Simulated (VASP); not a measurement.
# Hg (Pm-3m) in VASP: single point with LDA

Aim: the single point of Hg with LDA.

Program: VASP 6.6.1. These are calculated values, not measurements. Logs are shortened: lines on timing, memory, paths and dates and some standing lists are left out, and cuts for length are marked.

## 1. The cell of the first run

Symmetry: Pm-3m, No. 221, cubic system. Conventional cell: a = 3.480 Å, b = 3.480 Å, c = 3.480 Å, α = 90.00°, β = 90.00°, γ = 90.00°. Within 4.6 Å of Hg (site symmetry m-3m) lie 6 Hg at 3.48 Å.

## 2. Single point, LDA

Input file INCAR:

```
ALGO = Normal ; EDIFF = 1E-7
ENCUT = 520 ; ISIF = 2
ISMEAR = -1 ; LASPH = T
LCHARG = T ; LELF = T
LREAL = F ; LVHAR = T
LWAVE = F ; NBANDS = 12
NELM = 80 ; PREC = Accurate
SIGMA = 0.01
```

Input file KPOINTS:

```
k-points
0
Gamma
  7 7 7
```

Input file POSCAR:

```
Hg
1.0
    3.4800000000      0.0000000000      0.0000000000
    0.0000000000      3.4800000000      0.0000000000
    0.0000000000      0.0000000000      3.4800000000
Hg
1
Direct
    0.0000000000      0.0000000000      0.0000000000
```

Potentials or basis: VASP PAW LDA potentials, release 64 (Hg).

On the command line:

```bash
$ cat potpaw_LDA.64/Hg/POTCAR > POTCAR
$ mpirun -np 1 vasp_std > vasp.out
```

OUTCAR:

```text
EDIFF = 1E-7
   ENCUT = 520
   ISIF = 2
   ISMEAR = -1
   LASPH = T
   LREAL = F
   NELM = 80
   PREC = Accurate

 ion  position               nearest neighbor table
   1  0.000  0.000  0.000-

  LATTYP: Found a simple cubic cell.
 ALAT       =     3.4800000000

  Lattice vectors:

 A1 = (   3.4800000000,   0.0000000000,   0.0000000000)
 A2 = (   0.0000000000,   3.4800000000,   0.0000000000)
 A3 = (   0.0000000000,   0.0000000000,   3.4800000000)

Analysis of symmetry for initial positions (statically):
=====================================================================
 Subroutine PRICEL returns:
 Original cell was already a primitive cell.

 Routine SETGRP: Setting up the symmetry group for a
 simple cubic supercell.

 Subroutine GETGRP returns: Found 48 space group operations
 (whereof 48 operations were pure point group operations)
 out of a pool of 48 trial point group operations.

The static configuration has the point symmetry O_h .

Analysis of symmetry for dynamics (positions and initial velocities):
=====================================================================
 Subroutine PRICEL returns:
 Original cell was already a primitive cell.

 Routine SETGRP: Setting up the symmetry group for a
 simple cubic supercell.

 Subroutine GETGRP returns: Found 48 space group operations
 (whereof 48 operations were pure point group operations)
 out of a pool of 48 trial point group operations.

The dynamic configuration has the point symmetry O_h .

 Subroutine INISYM returns: Found 48 space group operations
 (whereof 48 operations are pure point group operations),
 and found     1 'primitive' translations

----------------------------------------------------------------------------------------

                                     Primitive cell

  volume of cell :      42.1442

  direct lattice vectors                    reciprocal lattice vectors
     3.480000000  0.000000000  0.000000000     0.287356322  0.000000000  0.000000000
     0.000000000  3.480000000  0.000000000     0.000000000  0.287356322  0.000000000
     0.000000000  0.000000000  3.480000000     0.000000000  0.000000000  0.287356322

  length of vectors
     3.480000000  3.480000000  3.480000000     0.287356322  0.287356322  0.287356322

  position of ions in fractional coordinates (direct lattice)
     0.000000000  0.000000000  0.000000000

  ion indices of the primitive-cell ions
   primitive index   ion index
                 1           1

----------------------------------------------------------------------------------------

 KPOINTS: k-points

Automatic generation of k-mesh.
 Grid dimensions read from file:
 generate k-points for:    7    7    7

 Generating k-lattice:

  Cartesian coordinates                     Fractional coordinates (reciprocal lattice)
     0.041050903  0.000000000  0.000000000     0.142857143  0.000000000  0.000000000
     0.000000000  0.041050903  0.000000000     0.000000000  0.142857143  0.000000000
     0.000000000  0.000000000  0.041050903     0.000000000  0.000000000  0.142857143

  Length of vectors
     0.041050903  0.041050903  0.041050903

  Shift w.r.t. Gamma in fractional coordinates (k-lattice)
     0.000000000  0.000000000  0.000000000

 Subroutine IBZKPT returns following result:
 ===========================================

 Found     20 irreducible k-points:

 Following reciprocal coordinates:
            Coordinates               Weight
  0.000000  0.000000  0.000000      1.000000
  0.142857  0.000000  0.000000      6.000000
  0.285714  0.000000  0.000000      6.000000
  0.428571  0.000000  0.000000      6.000000
  0.142857  0.142857  0.000000     12.000000
  0.285714  0.142857  0.000000     24.000000
[... 12 lines left out ...]
  0.428571  0.428571  0.285714     24.000000
  0.428571  0.428571  0.428571      8.000000
   k-points           NKPTS =     20   k-points in BZ     NKDIM =     20   number of bands    NBANDS=     12
   number of dos      NEDOS =    301   number of ions     NIONS =      1
   total plane-waves  NPLWV =  21952
   dimension x,y,z NGX =    28 NGY =   28 NGZ =   28
   dimension x,y,z NGXF=    56 NGYF=   56 NGZF=   56
   ions per type =               1
   NGX,Y,Z   is equivalent  to a cutoff of  13.38, 13.38, 13.38 a.u.
   NGXF,Y,Z  is equivalent  to a cutoff of  26.75, 26.75, 26.75 a.u.
 SYSTEM =  unknown system
   PREC   = accura    normal or accurate (medium, high low for compatibility)
   ISTART =      0    job   : 0-new  1-cont  2-samecut
   ICHARG =      2    charge: 1-file 2-atom 10-const
   ISPIN  =      1    spin polarized calculation?
   LNONCOLLINEAR =      F non collinear calculations
   LSORBIT =      F    spin-orbit coupling
   LASPH  =      T    aspherical Exc in radial PAW
   ENCUT  =  520.0 eV  38.22 Ry    6.18 a.u.   6.47  6.47  6.47*2*pi/ulx,y,z
   NELM   =     80;   NELMIN=  2; NELMDL= -5     # of ELM steps
   EDIFF  = 0.1E-06   stopping-criterion for ELM
   LREAL  =      F    real-space projection
   EDIFFG = 0.1E-05   stopping-criterion for IOM
   NSW    =      0    number of steps for IOM
   IBRION =     -1    ionic relax: 0-MD 1-quasi-New 2-CG
   NFREE  =      0    steps in history (QN), initial steepest desc. (CG)
   ISIF   =      2    stress and relaxation
   ISYM   =      2    0-nonsym 1-usesym 2-fastsym
   POTIM  = 0.5000    time-step for ionic-motion
   TEBEG  =    0.0;   TEEND  =   0.0 temperature during run
   PSTRESS=    0.0 pullay stress
   NELECT =      12.0000    total number of electrons
   NUPDOWN=      -1.0000    fix difference up-down
   EMIN   =  10.00;   EMAX   =-10.00  energy-range for DOS
   EFERMI =   0.00;   METHOD = LEGACY
   ISMEAR =    -1;   SIGMA  =   0.01  broadening in eV -4-tet -1-fermi 0-gaus
   EFERMI_NEDOS =   21; number of points for ismear=-14 and -15
   IALGO  =     38    algorithm
   IMIX   =      4    mixing-type and parameters
     AMIX     =   0.40;   BMIX     =  1.00
     AMIX_MAG =   1.60;   BMIX_MAG =  1.00
  volume/ion in A,a.u.               =      42.14       284.40
  Fermi-wavevector in a.u.,A,eV,Ry     =   1.077017  2.035268 15.782298  1.159966
  Thomas-Fermi vector in A             =   2.212918
   LORBIT       =      0    0 simple, 1 ext, 2 COOP (PROOUT), +10 PAW based schemes
   GGA     = CA    functional components
   LHFCALC =     F    Hartree Fock is set to
   AEXX    =    0.0000 exact exchange contribution
   IVDW    =     0    specifies the selected vdW correction
   LEPSILON=     F    determine dielectric tensor
   LRPA    =     F    only Hartree local field effects (RPA)
 non-spin polarized calculation
  energy-cutoff  :      520.00
  volume of cell :       42.14
 maximum number of plane-waves:      1145
 NGX is ok and might be reduce to    28
   NGX = 13   NGY = 13   NGZ = 13

 number of electron      11.9999997 magnetization

 Free energy of the ion-electron system (eV)
  ---------------------------------------------------
  ext. energy  EPLUGINS =         0.00000000
  ---------------------------------------------------
  free energy    TOTEN  =        -0.51428444 eV

  energy without entropy =       -0.51388728  energy(sigma->0) =       -0.51408586

 E-fermi :  -0.5177     XC(G=0):  -8.2502

 val. band max:       -0.5408924351   @ k =   0.4286   0.0000   0.0000
 cond. band min:      -0.5100718180   @ k =   0.4286   0.4286   0.4286
 fundamental gap:      0.0308206171
 Fermi energy:        -0.5177315999

 k-point     1 :       0.0000    0.0000    0.0000
  band No.  band energies     occupation
      1      -7.2517      2.00000
      2      -7.2517      2.00000
      3      -6.6128      2.00000
      4      -6.4058      2.00000
      5      -6.4058      2.00000
      6      -6.4058      2.00000
      7       7.0517      0.00000
      8       7.0517      0.00000
      9       7.0517      0.00000
     10       9.1333      0.00000
     11      11.0259      0.00000
     12      11.0259      0.00000

 k-point     2 :       0.1429    0.0000    0.0000
  band No.  band energies     occupation
      1      -7.2397      2.00000
      2      -7.1655      2.00000
      3      -6.4545      2.00000
      4      -6.4545      2.00000
      5      -6.4016      2.00000
      6      -6.3371      2.00000
      7       4.7150      0.00000
      8       7.3646      0.00000
      9       7.3646      0.00000
     10       9.8685      0.00000
     11      11.1303      0.00000
     12      13.1846      0.00000

 k-point     3 :       0.2857    0.0000    0.0000
  band No.  band energies     occupation
      1      -7.2125      2.00000
      2      -7.0346      2.00000
      3      -6.5613      2.00000
      4      -6.5613      2.00000
      5      -6.3923      2.00000
      6      -5.4517      2.00000
      7       1.7696      0.00000
      8       8.1941      0.00000
      9       8.1941      0.00000
     10      10.4812      0.00000
     11      11.4378      0.00000
     12      15.3613      0.00000

 k-point     4 :       0.4286    0.0000    0.0000
  band No.  band energies     occupation
      1      -7.1905      2.00000
      2      -6.9525      2.00000
      3      -6.6443      2.00000
      4      -6.6443      2.00000
      5      -6.3848      2.00000
      6      -4.1975      2.00000
      7      -0.5409      1.82040
      8       9.1090      0.00000
      9       9.1090      0.00000
     10      11.3755      0.00000
     11      11.8453      0.00000
     12      13.2608      0.00000

 k-point     5 :       0.1429    0.1429    0.0000
  band No.  band energies     occupation
      1      -7.1957      2.00000
      2      -7.0867      2.00000
      3      -6.5228      2.00000
      4      -6.4532      2.00000
      5      -6.4464      2.00000
      6      -6.0711      2.00000
      7       4.8531      0.00000
      8       5.1703      0.00000
      9       7.6797      0.00000
     10      10.6098      0.00000
     11      12.8578      0.00000
     12      13.5259      0.00000
[... 168 lines left out ...]
      1      -6.7946      2.00000
      2      -6.7521      2.00000
      3      -6.7521      2.00000
      4      -6.6147      2.00000
      5      -6.6147      2.00000
      6      -3.5677      2.00000
      7       3.8515      0.00000
      8       3.8515      0.00000
      9       3.8928      0.00000
     10       9.7283      0.00000
     11      10.8675      0.00000
     12      10.8675      0.00000

 k-point    18 :       0.4286    0.2857    0.2857
  band No.  band energies     occupation
      1      -6.8891      2.00000
      2      -6.8497      2.00000
      3      -6.7424      2.00000
      4      -6.6071      2.00000
      5      -6.3885      2.00000
      6      -2.5221      2.00000
      7       1.5660      0.00000
      8       4.7296      0.00000
      9       4.8980      0.00000
     10       7.9801      0.00000
     11       9.1918      0.00000
     12      11.6923      0.00000

 k-point    19 :       0.4286    0.4286    0.2857
  band No.  band energies     occupation
      1      -6.9936      2.00000
      2      -6.8475      2.00000
      3      -6.8425      2.00000
      4      -6.4995      2.00000
      5      -6.2074      2.00000
      6      -1.5148      2.00000
      7       2.3608      0.00000
      8       2.4967      0.00000
      9       5.7572      0.00000
     10       6.7022      0.00000
     11       9.6595      0.00000
     12      10.0476      0.00000

 k-point    20 :       0.4286    0.4286    0.4286
  band No.  band energies     occupation
      1      -6.9718      2.00000
      2      -6.9611      2.00000
      3      -6.9611      2.00000
      4      -6.2004      2.00000
      5      -6.2004      2.00000
      6      -0.5101      0.63470
      7       3.1735      0.00000
      8       3.1735      0.00000
      9       3.4782      0.00000
     10       7.1590      0.00000
     11       8.4757      0.00000
     12       8.4757      0.00000

------------------------ aborting loop because EDIFF is reached ----------------------------------------

  FORCE on cell =-STRESS in cart. coord.  units (eV):
  Direction    XX          YY          ZZ          XY          YZ          ZX
  --------------------------------------------------------------------------------------
  -------------------------------------------------------------------------------------
  Total       -0.8869330     -0.8869330     -0.8869330      0.0000000      0.0000000     -0.0000000
  in kB      -33.7181427    -33.7181427    -33.7181427      0.0000000      0.0000000     -0.0000000
  external PRESSURE =     -33.7181427 kB  Pullay stress =       0.0000000 kB

 VOLUME and BASIS-vectors are now :
 -----------------------------------------------------------------------------
  energy-cutoff  :      520.00
  volume of cell :       42.14
      direct lattice vectors                 reciprocal lattice vectors
     3.480000000  0.000000000  0.000000000     0.287356322  0.000000000  0.000000000
     0.000000000  3.480000000  0.000000000     0.000000000  0.287356322  0.000000000
     0.000000000  0.000000000  3.480000000     0.000000000  0.000000000  0.287356322

 POSITION                                       TOTAL-FORCE (eV/Angst)
 -----------------------------------------------------------------------------------
      0.00000      0.00000      0.00000         0.000000      0.000000      0.000000
 -----------------------------------------------------------------------------------
    total drift:                               -0.000000     -0.000000     -0.000000

  FREE ENERGIE OF THE ION-ELECTRON SYSTEM (eV)
  ---------------------------------------------------
  free  energy   TOTEN  =        -0.5142844365 eV

  energy  without entropy=       -0.5138872767  energy(sigma->0) =       -0.51408586
```

Run time: 13 s. Hardware: 1 thread of Intel Xeon 8259CL, shared host; peak memory 0.14 GiB.

Results:

```yaml
Free_energy: -0.5143 eV
Pressure: -3.4 GPa
Band_gap_on_the_k_mesh: zero (band 6 reaches -0.51 eV, above the bottom of band 7 at -0.54 eV)
```

Caveat: spin-orbit coupling is left out, which moves the levels of the heavy elements.
